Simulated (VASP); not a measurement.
# ZnSb2C (P-4m2) in VASP: notebook

ZnSb2C is run at these levels: r2SCAN; tasks: single point.

Everything below comes from runs of VASP 6.6.1. Logs are shortened: lines on timing, memory, paths and dates and some standing lists are left out, and cuts for length are marked.

## 1. The cell of the first run

It takes space group P-4m2 (No. 115, tetragonal). Conventional cell: a = 3.848 Å, b = 3.848 Å, c = 11.451 Å, α = 90.00°, β = 90.00°, γ = 90.00°. Within 3.3 Å of Zn (site symmetry 2mm) lie 4 Sb at 2.54 to 2.59 Å. Sb (site symmetry -4m2) has 4 Zn at 2.54 Å within 3.3 Å. Sb (site symmetry 2mm) has 2 C at 2.27 Å and 2 Zn at 2.59 Å within 3.0 Å. Sb (site symmetry -4m2) has 4 C at 2.23 Å within 3.0 Å. C (site symmetry 2mm) has 4 Sb at 2.23 to 2.27 Å within 3.0 Å.

## 2. Single point, r2SCAN (21.19 Å³/atom)

File POSCAR:

```
ZnSb2C
1.0
    3.8477874850      0.0000000000      0.0000000000
    0.0000000000      3.8477874850      0.0000000000
    0.0000000000      0.0000000000     11.4510717845
Zn Sb C
2 4 2
Direct
    0.5000000000      0.0000000000      0.8557296162
    0.0000000000      0.5000000000      0.1442703838
    0.5000000000      0.5000000000      0.0000000000
    0.0000000000      0.0000000000      0.2952199251
    0.5000000000      0.5000000000      0.5000000000
    0.0000000000      0.0000000000      0.7047800749
    0.5000000000      0.0000000000      0.4011801944
    0.0000000000      0.5000000000      0.5988198056
```

File INCAR.step1:

```
PREC = Accurate
ENCUT = 520
ISMEAR = -1
SIGMA = 0.02
LREAL = False
LASPH = True
NELM = 60
NBANDS = 36
GGA = PE
ALGO = Normal
EDIFF = 1E-4
LWAVE = True
LCHARG = False
```

File INCAR.step2:

```
PREC = Accurate
ENCUT = 520
EDIFF = 1E-7
ISMEAR = -1
SIGMA = 0.02
LREAL = False
LASPH = True
NELM = 60
ALGO = Normal
ISIF = 2
LWAVE = False
LCHARG = False
METAGGA = R2SCAN
LMIXTAU = True
NBANDS = 36
ISTART = 1
```

File KPOINTS:

```
regular mesh
0
Gamma
  6 6 2
```

Potentials or basis: VASP PAW PBE potentials, release 64 (Zn, Sb, C).

Started as:

```console
$ cat potpaw_PBE.64/Zn/POTCAR potpaw_PBE.64/Sb/POTCAR potpaw_PBE.64/C/POTCAR > POTCAR
$ cp INCAR.step1 INCAR
$ mpirun -np 1 vasp_std > vasp.out
$ cp INCAR.step2 INCAR
$ mpirun -np 1 vasp_std > vasp.out
```

OUTCAR:

```text
PREC = Accurate
   ENCUT = 520
   EDIFF = 1E-7
   ISMEAR = -1
   LREAL = False
   LASPH = True
   NELM = 60
   ISIF = 2
   METAGGA = R2SCAN
   ISTART = 1

 ion  position               nearest neighbor table
   1  0.500  0.000  0.856-   3 2.54   3 2.54   6 2.59   6 2.59
   2  0.000  0.500  0.144-   3 2.54   3 2.54   4 2.59   4 2.59
   3  0.500  0.500  0.000-   1 2.54   2 2.54   1 2.54   2 2.54
   4  0.000  0.000  0.295-   7 2.27   7 2.27   2 2.59   2 2.59   5 3.59   5 3.59   5 3.59   5 3.59

   5  0.500  0.500  0.500-   7 2.23   8 2.23   7 2.23   8 2.23   4 3.59   6 3.59   4 3.59   4 3.59
                             6 3.59   6 3.59   4 3.59   6 3.59
   6  0.000  0.000  0.705-   8 2.27   8 2.27   1 2.59   1 2.59   5 3.59   5 3.59   5 3.59   5 3.59

   7  0.500  0.000  0.401-   5 2.23   5 2.23   4 2.27   4 2.27
   8  0.000  0.500  0.599-   5 2.23   5 2.23   6 2.27   6 2.27

  LATTYP: Found a simple tetragonal cell.
 ALAT       =     3.8477874850
 C/A-ratio  =     2.9760146134

  Lattice vectors:

 A1 = (   3.8477874850,   0.0000000000,   0.0000000000)
 A2 = (   0.0000000000,   3.8477874850,   0.0000000000)
 A3 = (   0.0000000000,   0.0000000000,  11.4510717845)

Analysis of symmetry for initial positions (statically):
=====================================================================
 Subroutine PRICEL returns:
 Original cell was already a primitive cell.

 Routine SETGRP: Setting up the symmetry group for a
 simple tetragonal supercell.

 Subroutine GETGRP returns: Found  8 space group operations
 (whereof  8 operations were pure point group operations)
 out of a pool of 16 trial point group operations.

The static configuration has the point symmetry D_2d.

Analysis of symmetry for dynamics (positions and initial velocities):
=====================================================================
 Subroutine PRICEL returns:
 Original cell was already a primitive cell.

 Routine SETGRP: Setting up the symmetry group for a
 simple tetragonal supercell.

 Subroutine GETGRP returns: Found  8 space group operations
 (whereof  8 operations were pure point group operations)
 out of a pool of 16 trial point group operations.

The dynamic configuration has the point symmetry D_2d.

 Subroutine INISYM returns: Found  8 space group operations
 (whereof  8 operations are pure point group operations),
 and found     1 'primitive' translations

----------------------------------------------------------------------------------------

                                     Primitive cell

  volume of cell :     169.5385

  direct lattice vectors                    reciprocal lattice vectors
     3.847787485  0.000000000  0.000000000     0.259889613  0.000000000  0.000000000
     0.000000000  3.847787485  0.000000000     0.000000000  0.259889613  0.000000000
     0.000000000  0.000000000 11.451071784     0.000000000  0.000000000  0.087328070

  length of vectors
     3.847787485  3.847787485 11.451071784     0.259889613  0.259889613  0.087328070

  position of ions in fractional coordinates (direct lattice)
     0.500000000  0.000000000  0.855729616
     0.000000000  0.500000000  0.144270384
     0.500000000  0.500000000  0.000000000
     0.000000000  0.000000000  0.295219925
     0.500000000  0.500000000  0.500000000
     0.000000000  0.000000000  0.704780075
     0.500000000  0.000000000  0.401180194
     0.000000000  0.500000000  0.598819806

  ion indices of the primitive-cell ions
   primitive index   ion index
                 1           1
                 2           2
                 3           3
                 4           4
                 5           5
                 6           6
                 7           7
                 8           8

----------------------------------------------------------------------------------------

 KPOINTS: regular mesh

Automatic generation of k-mesh.
 Grid dimensions read from file:
 generate k-points for:    6    6    2

 Generating k-lattice:

  Cartesian coordinates                     Fractional coordinates (reciprocal lattice)
     0.043314935  0.000000000  0.000000000     0.166666667  0.000000000  0.000000000
     0.000000000  0.043314935  0.000000000     0.000000000  0.166666667  0.000000000
     0.000000000  0.000000000  0.043664035     0.000000000  0.000000000  0.500000000

  Length of vectors
     0.043314935  0.043314935  0.043664035

  Shift w.r.t. Gamma in fractional coordinates (k-lattice)
     0.000000000  0.000000000  0.000000000

 Subroutine IBZKPT returns following result:
 ===========================================

 Found     20 irreducible k-points:

 Following reciprocal coordinates:
            Coordinates               Weight
  0.000000  0.000000  0.000000      1.000000
  0.166667  0.000000  0.000000      4.000000
  0.333333  0.000000  0.000000      4.000000
  0.500000  0.000000  0.000000      2.000000
  0.166667  0.166667  0.000000      4.000000
  0.333333  0.166667  0.000000      8.000000
[... 12 lines left out ...]
  0.500000  0.333333  0.500000      4.000000
  0.500000  0.500000  0.500000      1.000000
   k-points           NKPTS =     20   k-points in BZ     NKDIM =     20   number of bands    NBANDS=     36
   number of dos      NEDOS =    301   number of ions     NIONS =      8
   total plane-waves  NPLWV =  81000
   dimension x,y,z NGX =    30 NGY =   30 NGZ =   90
   dimension x,y,z NGXF=    60 NGYF=   60 NGZF=  180
   ions per type =               2   4   2
   NGX,Y,Z   is equivalent  to a cutoff of  12.96, 12.96, 13.07 a.u.
   NGXF,Y,Z  is equivalent  to a cutoff of  25.92, 25.92, 26.13 a.u.
 SYSTEM =  unknown system
   PREC   = accura    normal or accurate (medium, high low for compatibility)
   ISTART =      1    job   : 0-new  1-cont  2-samecut
   ICHARG =      0    charge: 1-file 2-atom 10-const
   ISPIN  =      1    spin polarized calculation?
   LNONCOLLINEAR =      F non collinear calculations
   LSORBIT =      F    spin-orbit coupling
   LASPH  =      T    aspherical Exc in radial PAW
   ENCUT  =  520.0 eV  38.22 Ry    6.18 a.u.   7.15  7.15 21.29*2*pi/ulx,y,z
   NELM   =     60;   NELMIN=  2; NELMDL=  0     # of ELM steps
   EDIFF  = 0.1E-06   stopping-criterion for ELM
   LREAL  =      F    real-space projection
   EDIFFG = 0.1E-05   stopping-criterion for IOM
   NSW    =      0    number of steps for IOM
   IBRION =     -1    ionic relax: 0-MD 1-quasi-New 2-CG
   NFREE  =      0    steps in history (QN), initial steepest desc. (CG)
   ISIF   =      2    stress and relaxation
   ISYM   =      2    0-nonsym 1-usesym 2-fastsym
   POTIM  = 0.5000    time-step for ionic-motion
   TEBEG  =    0.0;   TEEND  =   0.0 temperature during run
   PSTRESS=    0.0 pullay stress
   NELECT =      52.0000    total number of electrons
   NUPDOWN=      -1.0000    fix difference up-down
   EMIN   =  10.00;   EMAX   =-10.00  energy-range for DOS
   EFERMI =   0.00;   METHOD = LEGACY
   ISMEAR =    -1;   SIGMA  =   0.02  broadening in eV -4-tet -1-fermi 0-gaus
   EFERMI_NEDOS =   21; number of points for ismear=-14 and -15
   IALGO  =     38    algorithm
   IMIX   =      4    mixing-type and parameters
     AMIX     =   0.40;   BMIX     =  1.00
     AMIX_MAG =   1.60;   BMIX_MAG =  1.00
  volume/ion in A,a.u.               =      21.19       143.01
  Fermi-wavevector in a.u.,A,eV,Ry     =   1.104044  2.086341 16.584330  1.218914
  Thomas-Fermi vector in A             =   2.240511
   LORBIT       =      0    0 simple, 1 ext, 2 COOP (PROOUT), +10 PAW based schemes
   METAGGA = R2SCAN    functional components
   LHFCALC =     F    Hartree Fock is set to
   AEXX    =    0.0000 exact exchange contribution
   IVDW    =     0    specifies the selected vdW correction
   LEPSILON=     F    determine dielectric tensor
   LRPA    =     F    only Hartree local field effects (RPA)
 non-spin polarized calculation
  energy-cutoff  :      520.00
  volume of cell :      169.54
 maximum number of plane-waves:      4600
 NGX is ok and might be reduce to    30
   NGX = 15   NGY = 15   NGZ = 43

 number of electron      51.9999969 magnetization

 Free energy of the ion-electron system (eV)
  ---------------------------------------------------
  ext. energy  EPLUGINS =         0.00000000
  ---------------------------------------------------
  free energy    TOTEN  =      -134.70210158 eV

  energy without entropy =     -134.69835544  energy(sigma->0) =     -134.70022851

 E-fermi :   6.2086     XC(G=0): -10.4698

 val. band max:        6.1965001524   @ k =   0.5000   0.0000   0.5000
 cond. band min:       6.2289714471   @ k =   0.1667   0.0000   0.5000
 fundamental gap:      0.0324712946
 Fermi energy:         6.2086203876

 k-point     1 :       0.0000    0.0000    0.0000
  band No.  band energies     occupation
      1      -9.7348      2.00000
      2      -7.7974      2.00000
      3      -5.2625      2.00000
      4      -4.0047      2.00000
      5      -2.9340      2.00000
      6      -1.7644      2.00000
[... 28 lines left out ...]
     35      10.7742      0.00000
     36      11.2668      0.00000

 k-point     2 :       0.1667    0.0000    0.0000
  band No.  band energies     occupation
      1      -9.4955      2.00000
      2      -7.6349      2.00000
      3      -5.0788      2.00000
      4      -4.0450      2.00000
      5      -3.0722      2.00000
      6      -1.7510      2.00000
[... 28 lines left out ...]
     35      11.1381      0.00000
     36      11.1537      0.00000

 k-point     3 :       0.3333    0.0000    0.0000
  band No.  band energies     occupation
      1      -8.8174      2.00000
      2      -7.3829      2.00000
      3      -4.9020      2.00000
      4      -4.2720      2.00000
      5      -3.1372      2.00000
      6      -2.3082      2.00000
[... 28 lines left out ...]
     35      10.8815      0.00000
     36      11.4933      0.00000
[... 586 lines left out ...]
 k-point    19 :       0.5000    0.3333    0.5000
  band No.  band energies     occupation
      1      -7.1022      2.00000
      2      -6.8906      2.00000
      3      -4.4002      2.00000
      4      -4.2804      2.00000
      5      -3.5737      2.00000
      6      -3.5377      2.00000
[... 28 lines left out ...]
     35      10.8943      0.00000
     36      11.2261      0.00000

 k-point    20 :       0.5000    0.5000    0.5000
  band No.  band energies     occupation
      1      -6.4194      2.00000
      2      -6.4194      2.00000
      3      -5.1211      2.00000
      4      -4.2604      2.00000
      5      -4.0586      2.00000
      6      -3.3445      2.00000
[... 28 lines left out ...]
     35      11.6877      0.00000
     36      11.7868      0.00000

------------------------ aborting loop because EDIFF is reached ----------------------------------------

  FORCE on cell =-STRESS in cart. coord.  units (eV):
  Direction    XX          YY          ZZ          XY          YZ          ZX
  --------------------------------------------------------------------------------------
  -------------------------------------------------------------------------------------
  Total        2.8169547      2.8169547      2.6239244      0.0000000      0.0000000      0.0000000
  in kB       26.6208641     26.6208641     24.7966836      0.0000000      0.0000000      0.0000000
  external PRESSURE =      26.0128039 kB  Pullay stress =       0.0000000 kB

 VOLUME and BASIS-vectors are now :
 -----------------------------------------------------------------------------
  energy-cutoff  :      520.00
  volume of cell :      169.54
      direct lattice vectors                 reciprocal lattice vectors
     3.847787485  0.000000000  0.000000000     0.259889613  0.000000000  0.000000000
     0.000000000  3.847787485  0.000000000     0.000000000  0.259889613  0.000000000
     0.000000000  0.000000000 11.451071784     0.000000000  0.000000000  0.087328070

 POSITION                                       TOTAL-FORCE (eV/Angst)
 -----------------------------------------------------------------------------------
      1.92389      0.00000      9.79902        -0.000000      0.000000     -0.047270
      0.00000      1.92389      1.65205         0.000000      0.000000      0.047270
      1.92389      1.92389      0.00000         0.000000      0.000000      0.000000
      0.00000      0.00000      3.38058         0.000000      0.000000     -0.100548
      1.92389      1.92389      5.72554         0.000000     -0.000000      0.000000
      0.00000      0.00000      8.07049         0.000000      0.000000      0.100548
      1.92389      0.00000      4.59394         0.000000      0.000000      0.034369
      0.00000      1.92389      6.85713         0.000000      0.000000     -0.034369
 -----------------------------------------------------------------------------------
    total drift:                                0.000000     -0.000000      0.000000

  FREE ENERGIE OF THE ION-ELECTRON SYSTEM (eV)
  ---------------------------------------------------
  free  energy   TOTEN  =      -134.7021015819 eV

  energy  without entropy=     -134.6983554449  energy(sigma->0) =     -134.70022851
```

It took 11 min on 1 thread of Oxide Virtual Turin-like, shared host; peak memory 0.33 GiB.

Results:

```yaml
Free_energy: -134.7021 eV
Pressure: 2.6 GPa
Largest_force: 0.101 eV/Å
Band_gap_on_the_k_mesh: zero (bands 26 and 27 overlap by 0.27 eV)
```

Forces on the atoms (eV/Å):
```
Zn   0.000  0.000 -0.047
Zn   0.000  0.000  0.047
Sb   0.000  0.000  0.000
Sb   0.000  0.000 -0.101
Sb   0.000  0.000  0.000
Sb   0.000  0.000  0.101
C    0.000  0.000  0.034
C    0.000  0.000 -0.034
```

Caveat: semilocal functionals underestimate gaps, and a narrow one can read as zero; the PAW data sets were made with another functional, which shifts forces and pressure a little; spin-orbit coupling is left out, which moves the levels of the heavy elements.

## 3. Single point, r2SCAN

This run uses another cell than the first one, of 21.85 Å³/atom.

POSCAR: that of step 2 with these lines changed.

```diff
@@ -2,5 +2,5 @@
 1.0
-    3.8477874850      0.0000000000      0.0000000000
-    0.0000000000      3.8477874850      0.0000000000
-    0.0000000000      0.0000000000     11.4510717845
+    3.8870533346      0.0000000000      0.0000000000
+    0.0000000000      3.8870533346      0.0000000000
+    0.0000000000      0.0000000000     11.5679275267
 Zn Sb C
```

File INCAR.step1:

```
PREC = Accurate
ENCUT = 520
ISMEAR = -1
SIGMA = 0.02
LREAL = F
LASPH = T
NELM = 80
NBANDS = 36
GGA = PE
ALGO = Normal
EDIFF = 1E-4
LWAVE = T
LCHARG = F
```

File INCAR.step2:

```
PREC = Accurate
ENCUT = 520
EDIFF = 1E-6
ISMEAR = -1
SIGMA = 0.02
LREAL = F
LASPH = T
NELM = 80
ALGO = Normal
ISIF = 2
LWAVE = F
LCHARG = F
METAGGA = R2SCAN
LMIXTAU = T
NBANDS = 36
ISTART = 1
```

File KPOINTS:

```
Automatic mesh
0
Gamma
  6 6 2
```

Potentials or basis: VASP PAW PBE potentials, release 64 (Zn, Sb, C).

Started as:

```console
$ cat potpaw_PBE.64/Zn/POTCAR potpaw_PBE.64/Sb/POTCAR potpaw_PBE.64/C/POTCAR > POTCAR
$ cp INCAR.step1 INCAR
$ mpirun -np 1 vasp_std > vasp.out
$ cp INCAR.step2 INCAR
$ mpirun -np 1 vasp_std > vasp.out
```

It took 13 min on 1 thread of Oxide Virtual Turin-like, shared host; peak memory 0.33 GiB.

Results (log left out):

```yaml
Free_energy: -134.7461 eV
Pressure: 0.2 GPa
Largest_force: 0.016 eV/Å
Band_gap_on_the_k_mesh: zero (bands 26 and 27 overlap by 0.25 eV)
```

Forces in eV/Å, atoms in the order of the input:
```
Zn   0.000  0.000 -0.011
Zn   0.000  0.000  0.011
Sb   0.000  0.000  0.000
Sb   0.000  0.000 -0.016
Sb   0.000  0.000  0.000
Sb   0.000  0.000  0.016
C    0.000  0.000 -0.004
C    0.000  0.000  0.004
```

Levels at points of the mesh, in eV from the Fermi level:
```tsv
k point	band 22	band 23	band 24	band 25	band 26	band 27	band 28	band 29	band 30	band 31
(0.00, 0.00, 0.00)	-1.19	-1.19	-0.46	-0.34	-0.34	-0.27	0.94	1.05	1.05	3.01
(0.50, 0.00, 0.00)	-3.80	-2.07	-1.82	-0.81	-0.43	0.25	1.00	2.41	2.59	3.53
(0.50, 0.50, 0.00)	-4.23	-3.40	-2.99	-2.99	-2.20	0.86	0.86	1.64	1.68	3.61
(0.00, 0.00, 0.50)	-2.59	-0.48	-0.44	-0.19	-0.19	0.35	0.36	0.76	0.76	3.35
(0.50, 0.00, 0.50)	-3.43	-2.88	-2.65	-0.33	-0.02	0.24	1.00	1.99	2.26	3.67
(0.50, 0.50, 0.50)	-4.12	-3.53	-3.11	-3.11	-2.26	1.55	1.55	2.15	2.19	2.35
```

Caveat: semilocal functionals underestimate gaps, and a narrow one can read as zero; the PAW data sets were made with another functional, which shifts forces and pressure a little; spin-orbit coupling is left out, which moves the levels of the heavy elements.

## 4. Single point, r2SCAN

This run uses another cell than the first one, of 21.85 Å³/atom.

POSCAR is that of step 3.

File INCAR.step1:

```
SYSTEM = ZnSb2C
ALGO = Normal
EDIFF = 1E-4
ENCUT = 520
GGA = PE
ISMEAR = -1
LASPH = .True.
LCHARG = .False.
LREAL = .False.
LWAVE = .True.
NBANDS = 36
NELM = 100
PREC = Accurate
SIGMA = 0.02
```

File INCAR.step2:

```
SYSTEM = ZnSb2C
ALGO = Normal
EDIFF = 1E-7
ENCUT = 520
ISIF = 2
ISMEAR = -1
ISTART = 1
LASPH = .True.
LCHARG = .True.
LELF = .True.
LMIXTAU = .True.
LREAL = .False.
LVHAR = .True.
LWAVE = .False.
METAGGA = R2SCAN
NBANDS = 36
NELM = 100
PREC = Accurate
SIGMA = 0.02
```

File KPOINTS:

```
k-points
0
Gamma
  6 6 2
  0 0 0
```

Started as:

```console
$ cat potpaw_PBE.64/Zn/POTCAR potpaw_PBE.64/Sb/POTCAR potpaw_PBE.64/C/POTCAR > POTCAR
$ cp INCAR.step1 INCAR
$ mpirun -np 1 vasp_std > vasp.out
$ cp INCAR.step2 INCAR
$ mpirun -np 1 vasp_std > vasp.out
```

Wall time 12 min (1 thread of Oxide Virtual Turin-like, shared host); peak memory 0.33 GiB.

It converged, with:

```
Free energy            : -134.7461 eV
Pressure               : 0.2 GPa
Largest force          : 0.016 eV/Å
Band gap on the k mesh : zero (bands 26 and 27 overlap by 0.25 eV)
```

Forces on the atoms (eV/Å):
```
Zn   0.000  0.000 -0.011
Zn   0.000  0.000  0.011
Sb   0.000  0.000  0.000
Sb   0.000  0.000 -0.016
Sb   0.000  0.000  0.000
Sb   0.000  0.000  0.016
C    0.000  0.000 -0.004
C    0.000  0.000  0.004
```

Levels at points of the mesh, in eV from the Fermi level:
```tsv
k point	band 22	band 23	band 24	band 25	band 26	band 27	band 28	band 29	band 30	band 31
(0.00, 0.00, 0.00)	-1.19	-1.19	-0.46	-0.34	-0.34	-0.27	0.94	1.05	1.05	3.01
(0.50, 0.00, 0.00)	-3.80	-2.07	-1.82	-0.81	-0.43	0.25	1.00	2.41	2.59	3.53
(0.50, 0.50, 0.00)	-4.23	-3.39	-2.99	-2.99	-2.20	0.86	0.86	1.64	1.68	3.61
(0.00, 0.00, 0.50)	-2.59	-0.48	-0.44	-0.19	-0.19	0.35	0.36	0.76	0.76	3.35
(0.50, 0.00, 0.50)	-3.43	-2.88	-2.65	-0.33	-0.02	0.24	1.00	1.99	2.26	3.67
(0.50, 0.50, 0.50)	-4.12	-3.53	-3.11	-3.11	-2.26	1.55	1.55	2.15	2.19	2.35
```

Caveat: semilocal functionals underestimate gaps, and a narrow one can read as zero; the PAW data sets were made with another functional, which shifts forces and pressure a little; spin-orbit coupling is left out, which moves the levels of the heavy elements.

The gap in the log of VASP goes by the Fermi energy; the results here count the filled bands.